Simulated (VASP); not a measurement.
# WC4 (Pm-3m) in VASP: further runs

WC4 is run at these levels: PBE; tasks: single point, relaxation of cell and atoms.

All numbers are computed with VASP 6.6.1; they aren't measurements. Logs are shortened: lines on timing, memory, paths and dates and some standing lists are left out, and cuts for length are marked.

## (1) The cell of the first run

It takes space group Pm-3m (No. 221, cubic). The conventional cell has a = 3.417 Å, b = 3.417 Å, c = 3.417 Å, α = 90.00°, β = 90.00°, γ = 90.00°. W (site symmetry m-3m) has 20 C at 2.42 to 2.96 Å within 3.2 Å. C (site symmetry 4/mmm) has 2 C at 1.71 Å within 2.3 Å. Within 2.3 Å of C (site symmetry m-3m) lie 6 C at 1.71 Å.

The cell was built from a structure type or drawn by symmetry, and may not be a known phase.

## (2) Single point, PBE

The input, INCAR:

```
PREC = Accurate ; ENCUT = 520
EDIFF = 1E-7 ; ISMEAR = 0
SIGMA = 0.1 ; LREAL = False
LASPH = True ; NELM = 80
ALGO = Normal ; ISIF = 2
LWAVE = False ; LCHARG = False
GGA = PE ; NBANDS = 23
```

The input, KPOINTS:

```
Automatic mesh
0
Gamma
  12 12 12
```

The input, POSCAR:

```
WC4
1.0
    3.4168980035      0.0000000000      0.0000000000
    0.0000000000      3.4168980035      0.0000000000
    0.0000000000      0.0000000000      3.4168980035
W C
1 4
Direct
    0.5000000000      0.5000000000      0.5000000000
    0.5000000000      0.0000000000      0.0000000000
    0.0000000000      0.5000000000      0.0000000000
    0.0000000000      0.0000000000      0.5000000000
    0.0000000000      0.0000000000      0.0000000000
```

Potentials or basis: VASP PAW PBE potentials, release 64 (W_sv, C).

The run is started by

```
> cat potpaw_PBE.64/W_sv/POTCAR potpaw_PBE.64/C/POTCAR > POTCAR
> mpirun -np 1 vasp_std > vasp.out
```

OUTCAR:

```text
PREC = Accurate
   ENCUT = 520
   EDIFF = 1E-7
   ISMEAR = 0
   LREAL = False
   LASPH = True
   NELM = 80
   ISIF = 2
   GGA = PE

 ion  position               nearest neighbor table
   1  0.500  0.500  0.500-   2 2.42   3 2.42   4 2.42   2 2.42   3 2.42   2 2.42   4 2.42   2 2.42
                             3 2.42   4 2.42   3 2.42   4 2.42
   2  0.500  0.000  0.000-   5 1.71   5 1.71   1 2.42   1 2.42   1 2.42   1 2.42
   3  0.000  0.500  0.000-   5 1.71   5 1.71   1 2.42   1 2.42   1 2.42   1 2.42
   4  0.000  0.000  0.500-   5 1.71   5 1.71   1 2.42   1 2.42   1 2.42   1 2.42
   5  0.000  0.000  0.000-   2 1.71   3 1.71   4 1.71   4 1.71   3 1.71   2 1.71

  LATTYP: Found a simple cubic cell.
 ALAT       =     3.4168980035

  Lattice vectors:

 A1 = (   3.4168980035,   0.0000000000,   0.0000000000)
 A2 = (   0.0000000000,   3.4168980035,   0.0000000000)
 A3 = (   0.0000000000,   0.0000000000,   3.4168980035)

Analysis of symmetry for initial positions (statically):
=====================================================================
 Subroutine PRICEL returns:
 Original cell was already a primitive cell.

 Routine SETGRP: Setting up the symmetry group for a
 simple cubic supercell.

 Subroutine GETGRP returns: Found 48 space group operations
 (whereof 48 operations were pure point group operations)
 out of a pool of 48 trial point group operations.

The static configuration has the point symmetry O_h .

Analysis of symmetry for dynamics (positions and initial velocities):
=====================================================================
 Subroutine PRICEL returns:
 Original cell was already a primitive cell.

 Routine SETGRP: Setting up the symmetry group for a
 simple cubic supercell.

 Subroutine GETGRP returns: Found 48 space group operations
 (whereof 48 operations were pure point group operations)
 out of a pool of 48 trial point group operations.

The dynamic configuration has the point symmetry O_h .

 Subroutine INISYM returns: Found 48 space group operations
 (whereof 48 operations are pure point group operations),
 and found     1 'primitive' translations

----------------------------------------------------------------------------------------

                                     Primitive cell

  volume of cell :      39.8929

  direct lattice vectors                    reciprocal lattice vectors
     3.416898004  0.000000000  0.000000000     0.292663111  0.000000000  0.000000000
     0.000000000  3.416898004  0.000000000     0.000000000  0.292663111  0.000000000
     0.000000000  0.000000000  3.416898004     0.000000000  0.000000000  0.292663111

  length of vectors
     3.416898004  3.416898004  3.416898004     0.292663111  0.292663111  0.292663111

  position of ions in fractional coordinates (direct lattice)
     0.500000000  0.500000000  0.500000000
     0.500000000  0.000000000  0.000000000
     0.000000000  0.500000000  0.000000000
     0.000000000  0.000000000  0.500000000
     0.000000000  0.000000000  0.000000000

  ion indices of the primitive-cell ions
   primitive index   ion index
                 1           1
                 2           2
                 3           3
                 4           4
                 5           5

----------------------------------------------------------------------------------------

 KPOINTS: Automatic mesh

Automatic generation of k-mesh.
 Grid dimensions read from file:
 generate k-points for:   12   12   12

 Generating k-lattice:

  Cartesian coordinates                     Fractional coordinates (reciprocal lattice)
     0.024388593  0.000000000  0.000000000     0.083333333  0.000000000  0.000000000
     0.000000000  0.024388593  0.000000000     0.000000000  0.083333333  0.000000000
     0.000000000  0.000000000  0.024388593     0.000000000  0.000000000  0.083333333

  Length of vectors
     0.024388593  0.024388593  0.024388593

  Shift w.r.t. Gamma in fractional coordinates (k-lattice)
     0.000000000  0.000000000  0.000000000

 Subroutine IBZKPT returns following result:
 ===========================================

 Found     84 irreducible k-points:

 Following reciprocal coordinates:
            Coordinates               Weight
  0.000000  0.000000  0.000000      1.000000
  0.083333  0.000000  0.000000      6.000000
  0.166667  0.000000  0.000000      6.000000
  0.250000  0.000000  0.000000      6.000000
  0.333333  0.000000  0.000000      6.000000
  0.416667  0.000000  0.000000      6.000000
[... 16 lines left out ...]
  0.333333  0.333333  0.000000     12.000000
  0.416667  0.333333  0.000000     24.000000
 [... further k-points ...]
   k-points           NKPTS =     84   k-points in BZ     NKDIM =     84   number of bands    NBANDS=     23
   number of dos      NEDOS =    301   number of ions     NIONS =      5
   total plane-waves  NPLWV =  21952
   dimension x,y,z NGX =    28 NGY =   28 NGZ =   28
   dimension x,y,z NGXF=    56 NGYF=   56 NGZF=   56
   ions per type =               1   4
   NGX,Y,Z   is equivalent  to a cutoff of  13.62, 13.62, 13.62 a.u.
   NGXF,Y,Z  is equivalent  to a cutoff of  27.25, 27.25, 27.25 a.u.
 SYSTEM =  unknown system
   PREC   = accura    normal or accurate (medium, high low for compatibility)
   ISTART =      0    job   : 0-new  1-cont  2-samecut
   ICHARG =      2    charge: 1-file 2-atom 10-const
   ISPIN  =      1    spin polarized calculation?
   LNONCOLLINEAR =      F non collinear calculations
   LSORBIT =      F    spin-orbit coupling
   LASPH  =      T    aspherical Exc in radial PAW
   ENCUT  =  520.0 eV  38.22 Ry    6.18 a.u.   6.35  6.35  6.35*2*pi/ulx,y,z
   NELM   =     80;   NELMIN=  2; NELMDL= -5     # of ELM steps
   EDIFF  = 0.1E-06   stopping-criterion for ELM
   LREAL  =      F    real-space projection
   EDIFFG = 0.1E-05   stopping-criterion for IOM
   NSW    =      0    number of steps for IOM
   IBRION =     -1    ionic relax: 0-MD 1-quasi-New 2-CG
   NFREE  =      0    steps in history (QN), initial steepest desc. (CG)
   ISIF   =      2    stress and relaxation
   ISYM   =      2    0-nonsym 1-usesym 2-fastsym
   POTIM  = 0.5000    time-step for ionic-motion
   TEBEG  =    0.0;   TEEND  =   0.0 temperature during run
   PSTRESS=    0.0 pullay stress
   NELECT =      30.0000    total number of electrons
   NUPDOWN=      -1.0000    fix difference up-down
   EMIN   =  10.00;   EMAX   =-10.00  energy-range for DOS
   EFERMI =   0.00;   METHOD = LEGACY
   ISMEAR =     0;   SIGMA  =   0.10  broadening in eV -4-tet -1-fermi 0-gaus
   EFERMI_NEDOS =   21; number of points for ismear=-14 and -15
   IALGO  =     38    algorithm
   IMIX   =      4    mixing-type and parameters
     AMIX     =   0.40;   BMIX     =  1.00
     AMIX_MAG =   1.60;   BMIX_MAG =  1.00
  volume/ion in A,a.u.               =       7.98        53.84
  Fermi-wavevector in a.u.,A,eV,Ry     =   1.488732  2.813296 30.154911  2.216323
  Thomas-Fermi vector in A             =   2.601730
   LORBIT       =      0    0 simple, 1 ext, 2 COOP (PROOUT), +10 PAW based schemes
   GGA     = PE    functional components
   LHFCALC =     F    Hartree Fock is set to
   AEXX    =    0.0000 exact exchange contribution
   IVDW    =     0    specifies the selected vdW correction
   LEPSILON=     F    determine dielectric tensor
   LRPA    =     F    only Hartree local field effects (RPA)
 non-spin polarized calculation
 Gauss-broadening in eV      SIGMA  =   0.10
  energy-cutoff  :      520.00
  volume of cell :       39.89
 maximum number of plane-waves:      1108
 NGX is ok and might be reduce to    28
   NGX = 13   NGY = 13   NGZ = 13

 number of electron      30.0000005 magnetization

 Free energy of the ion-electron system (eV)
  ---------------------------------------------------
  ext. energy  EPLUGINS =         0.00000000
  ---------------------------------------------------
  free energy    TOTEN  =       -36.30725235 eV

  energy without entropy =      -36.29624304  energy(sigma->0) =      -36.30174769

 E-fermi :  10.5847     XC(G=0): -13.5204

 val. band max:       10.5627940153   @ k =   0.4167   0.0833   0.0833
 cond. band min:      10.6027890048   @ k =   0.4167   0.2500   0.2500
 fundamental gap:      0.0399949895
 Fermi energy:        10.5846937916

 k-point     1 :       0.0000    0.0000    0.0000
  band No.  band energies     occupation
      1     -64.5188      2.00000
      2     -28.6312      2.00000
      3     -28.6312      2.00000
      4     -28.6312      2.00000
      5      -8.6213      2.00000
      6       1.5528      2.00000
[... 15 lines left out ...]
     22      11.5816      0.00000
     23      21.4766      0.00000

 k-point     2 :       0.0833    0.0000    0.0000
  band No.  band energies     occupation
      1     -64.5186      2.00000
      2     -28.6390      2.00000
      3     -28.6304      2.00000
      4     -28.6304      2.00000
      5      -8.5499      2.00000
      6       0.3842      2.00000
[... 15 lines left out ...]
     22      12.2051      0.00000
     23      21.6218      0.00000

 k-point     3 :       0.1667    0.0000    0.0000
  band No.  band energies     occupation
      1     -64.5181      2.00000
      2     -28.6603      2.00000
      3     -28.6281      2.00000
      4     -28.6281      2.00000
      5      -8.3408      2.00000
      6      -0.8063      2.00000
[... 15 lines left out ...]
     22      13.4427      0.00000
     23      21.9642      0.00000

 k-point     4 :       0.2500    0.0000    0.0000
  band No.  band energies     occupation
      1     -64.5174      2.00000
      2     -28.6892      2.00000
      3     -28.6250      2.00000
      4     -28.6250      2.00000
      5      -8.0122      2.00000
      6      -1.9355      2.00000
[... 15 lines left out ...]
     22      14.5631      0.00000
     23      21.4541      0.00000

 k-point     5 :       0.3333    0.0000    0.0000
  band No.  band energies     occupation
      1     -64.5167      2.00000
      2     -28.7179      2.00000
      3     -28.6219      2.00000
      4     -28.6219      2.00000
      5      -7.6052      2.00000
      6      -2.9287      2.00000
[... 15 lines left out ...]
     22      15.4716      0.00000
     23      19.7385      0.00000

 k-point     6 :       0.4167    0.0000    0.0000
  band No.  band energies     occupation
      1     -64.5161      2.00000
      2     -28.7388      2.00000
      3     -28.6197      2.00000
      4     -28.6197      2.00000
      5      -7.2138      2.00000
      6      -3.6761      2.00000
[... 15 lines left out ...]
     22      16.2722      0.00000
     23      17.8506      0.00000

 k-point     7 :       0.5000    0.0000    0.0000
  band No.  band energies     occupation
      1     -64.5160      2.00000
      2     -28.7464      2.00000
      3     -28.6188      2.00000
      4     -28.6188      2.00000
      5      -7.0332      2.00000
      6      -3.9759      2.00000
[... 353 lines left out ...]
     22      16.1365      0.00000
     23      19.5031      0.00000

 k-point    21 :       0.4167    0.2500    0.0000
  band No.  band energies     occupation
      1     -64.5147      2.00000
      2     -28.7308      2.00000
      3     -28.6758      2.00000
      4     -28.6138      2.00000
      5      -6.8512      2.00000
      6      -3.0864      2.00000
[... 15 lines left out ...]
     22      16.1712      0.00000
     23      17.9205      0.00000

 k-point    22 :       0.5000    0.2500    0.0000
  band No.  band energies     occupation
      1     -64.5145      2.00000
      2     -28.7383      2.00000
      3     -28.6748      2.00000
      4     -28.6130      2.00000
      5      -6.7164      2.00000
      6      -3.3376      2.00000
[... 15 lines left out ...]
     22      16.5107      0.00000
     23      16.9914      0.00000

 k-point    23 :       0.3333    0.3333    0.0000
  band No.  band energies     occupation
      1     -64.5145      2.00000
      2     -28.7073      2.00000
      3     -28.7055      2.00000
      4     -28.6131      2.00000
      5      -6.8772      2.00000
      6      -2.2135      2.00000
[... 15 lines left out ...]
     22      15.7720      0.00000
     23      18.7779      0.00000

 k-point    24 :       0.4167    0.3333    0.0000
  band No.  band energies     occupation
      1     -64.5140      2.00000
      2     -28.7268      2.00000
      3     -28.7036      2.00000
      4     -28.6109      2.00000
      5      -6.6261      2.00000
      6      -2.7221      2.00000
[... 15 lines left out ...]
     22      16.1664      0.00000
     23      17.5186      0.00000

 [... further k-points ...]

------------------------ aborting loop because EDIFF is reached ----------------------------------------

  FORCE on cell =-STRESS in cart. coord.  units (eV):
  Direction    XX          YY          ZZ          XY          YZ          ZX
  --------------------------------------------------------------------------------------
  -------------------------------------------------------------------------------------
  Total        0.1594449      0.1594449      0.1594449      0.0000000      0.0000000     -0.0000000
  in kB        6.4036145      6.4036145      6.4036145      0.0000000      0.0000000     -0.0000000
  external PRESSURE =       6.4036145 kB  Pullay stress =       0.0000000 kB

 VOLUME and BASIS-vectors are now :
 -----------------------------------------------------------------------------
  energy-cutoff  :      520.00
  volume of cell :       39.89
      direct lattice vectors                 reciprocal lattice vectors
     3.416898004  0.000000000  0.000000000     0.292663111  0.000000000  0.000000000
     0.000000000  3.416898004  0.000000000     0.000000000  0.292663111  0.000000000
     0.000000000  0.000000000  3.416898004     0.000000000  0.000000000  0.292663111

 POSITION                                       TOTAL-FORCE (eV/Angst)
 -----------------------------------------------------------------------------------
      1.70845      1.70845      1.70845         0.000000      0.000000      0.000000
      1.70845      0.00000      0.00000         0.000000      0.000000      0.000000
      0.00000      1.70845      0.00000         0.000000      0.000000      0.000000
      0.00000      0.00000      1.70845         0.000000      0.000000      0.000000
      0.00000      0.00000      0.00000         0.000000      0.000000      0.000000
 -----------------------------------------------------------------------------------
    total drift:                                0.000000      0.000000      0.000000

  FREE ENERGIE OF THE ION-ELECTRON SYSTEM (eV)
  ---------------------------------------------------
  free  energy   TOTEN  =       -36.3072523468 eV

  energy  without entropy=      -36.2962430389  energy(sigma->0) =      -36.30174769
```

Wall time 2.9 min (1 thread of Intel Xeon 8259CL, shared host); peak memory 0.21 GiB.

Results:

- Free energy: -36.3073 eV
- Pressure: 0.6 GPa
- Band gap on the k mesh: zero (bands 15 and 16 overlap by 3.04 eV)

Levels at points of the mesh, in eV from the Fermi level:
| k point | band 11 | band 12 | band 13 | band 14 | band 15 | band 16 | band 17 | band 18 | band 19 | band 20 |
| --- | --- | --- | --- | --- | --- | --- | --- | --- | --- | --- |
| (0.00, 0.00, 0.00) | -4.05 | -0.34 | -0.34 | -0.34 | 0.17 | 0.17 | 0.17 | 0.48 | 0.48 | 1.00 |
| (0.50, 0.00, 0.00) | -4.49 | -2.03 | -2.03 | -1.91 | -1.91 | -1.73 | -0.05 | 0.07 | 5.37 | 5.40 |
| (0.50, 0.50, 0.00) | -4.75 | -4.75 | -0.86 | -0.86 | 0.07 | 1.08 | 1.98 | 2.19 | 4.51 | 4.51 |
| (0.50, 0.50, 0.50) | -6.02 | 1.08 | 1.08 | 1.08 | 1.31 | 1.31 | 2.33 | 2.33 | 2.82 | 3.53 |

Caveat: spin-orbit coupling is left out, which moves the levels of the heavy elements.

## (3) Relaxation of cell and atoms, PBE

This run uses another cell than the first one, of 7.95 Å³/atom.

The input, INCAR:

```
SYSTEM = WC4
PREC = Accurate
ENCUT = 600
EDIFF = 1E-6
ISMEAR = 0
SIGMA = 0.1
LREAL = .FALSE.
LASPH = .TRUE.
NELM = 80
ALGO = Normal
ISIF = 3
LWAVE = .FALSE.
LCHARG = .FALSE.
GGA = PE
IBRION = 2
NSW = 100
EDIFFG = -0.01
```

The input, KPOINTS:

```
regular mesh
0
G
  12 12 12
  0 0 0
```

Edit POSCAR of step 2 so:

```diff
@@ -2,5 +2,5 @@
 1.0
-    3.4168980035      0.0000000000      0.0000000000
-    0.0000000000      3.4168980035      0.0000000000
-    0.0000000000      0.0000000000      3.4168980035
+    3.4127147403      0.0000000000      0.0000000000
+    0.0000000000      3.4127147403      0.0000000000
+    0.0000000000      0.0000000000      3.4127147403
 W C
```

Potentials or basis: VASP PAW PBE potentials, release 64 (W_sv, C).

The run is started by

```
> cat potpaw_PBE.64/W_sv/POTCAR potpaw_PBE.64/C/POTCAR > POTCAR
> mpirun -np 1 vasp_std > vasp.out
```

It took 4.3 min on 1 thread of Intel Xeon 8259CL, shared host; peak memory 0.22 GiB.

The run converged. Its results:

| Property | Result |
| --- | --- |
| Free energy | -36.3102 eV |
| Relaxed volume | 7.99 Å³/atom |
| Relaxed cell | a = 3.419 Å, b = 3.419 Å, c = 3.419 Å, α = 90.00°, β = 90.00°, γ = 90.00° |
| Space group after relaxing (to 0.1 Å) | Pm-3m (No. 221) |
| Energy gained by relaxing | 0.2 meV/atom |
| Ionic steps | 3 |
| Pressure after relaxing | 0.0 GPa |
| Band gap on the k mesh | zero (bands 15 and 16 overlap by 3.04 eV) |

The path:
| step | energy change (eV) | largest force (eV/Å) | pressure (GPa) | volume (Å³) |
| --- | --- | --- | --- | --- |
| 1 | 0.0000 | 0.0000 | 1.51 | 39.75 |
| 2 | 0.0001 | 0.0000 | -1.52 | 40.18 |
| 3 | -0.0010 | 0.0000 | -0.02 | 39.96 |

Final structure:
```
CELL_PARAMETERS angstrom
3.41878 0.00000 0.00000
0.00000 3.41878 0.00000
0.00000 0.00000 3.41878
ATOMIC_POSITIONS crystal
W 0.50000 0.50000 0.50000
C 0.50000 0.00000 0.00000
C 0.00000 0.50000 0.00000
C 0.00000 0.00000 0.50000
C 0.00000 0.00000 0.00000
```

Levels at points of the mesh, in eV from the Fermi level:
| k point | band 13 | band 14 | band 15 | band 16 | band 17 | band 18 |
| --- | --- | --- | --- | --- | --- | --- |
| (0.00, 0.00, 0.00) | -0.34 | -0.34 | 0.17 | 0.17 | 0.17 | 0.47 |
| (0.50, 0.00, 0.00) | -2.03 | -1.90 | -1.90 | -1.74 | -0.04 | 0.07 |
| (0.50, 0.50, 0.00) | -0.86 | -0.86 | 0.07 | 1.07 | 1.98 | 2.18 |
| (0.50, 0.50, 0.50) | 1.08 | 1.08 | 1.30 | 1.30 | 2.33 | 2.33 |

Caveat: spin-orbit coupling is left out, which moves the levels of the heavy elements.
